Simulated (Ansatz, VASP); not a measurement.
**SiC in VASP and in Ansatz**

```
C Si
1.0
     3.09694    0.00000    0.00000
     0.00000    3.09694    0.00000
     0.00000    0.00000   27.04425
C Si
6 6
Direct
  0.00000 0.50000 0.28289
  0.50000 0.00000 0.35837
  0.00000 0.50000 0.43881
  0.50000 0.00000 0.51978
  0.00000 0.50000 0.60071
  0.50000 0.00000 0.68132
  0.50000 0.50000 0.31697
  0.00000 0.00000 0.39802
  0.50000 0.50000 0.47922
  0.00000 0.00000 0.56022
  0.50000 0.50000 0.64109
  0.00000 0.00000 0.72260
```

Alike in both runs: functional PBE; k mesh 9 × 9 × 1; occupations gaussian, width 0.05 eV; no spin polarisation.

Ansatz relaxed the structure, and its values are those at the end. VASP's run is a single point on that final structure, the one shown.

```csv
,VASP,Ansatz
version,VASP 6.6.1,Ansatz 0.2.0
potentials or method,"VASP PAW PBE potentials, release 64 (C, Si), cutoff 520 eV","scalar-relativistic, plane waves, PAW"
valence electrons in the cell,48,48
```

```csv
,VASP,Ansatz,Ansatz less VASP
gap on the k mesh at the Fermi level (eV),none,none,-
rms of the force components (eV/Å),0.007,0.003,-0.0041
```

A gap of «none» marks a metal or a gap that the smearing closes.
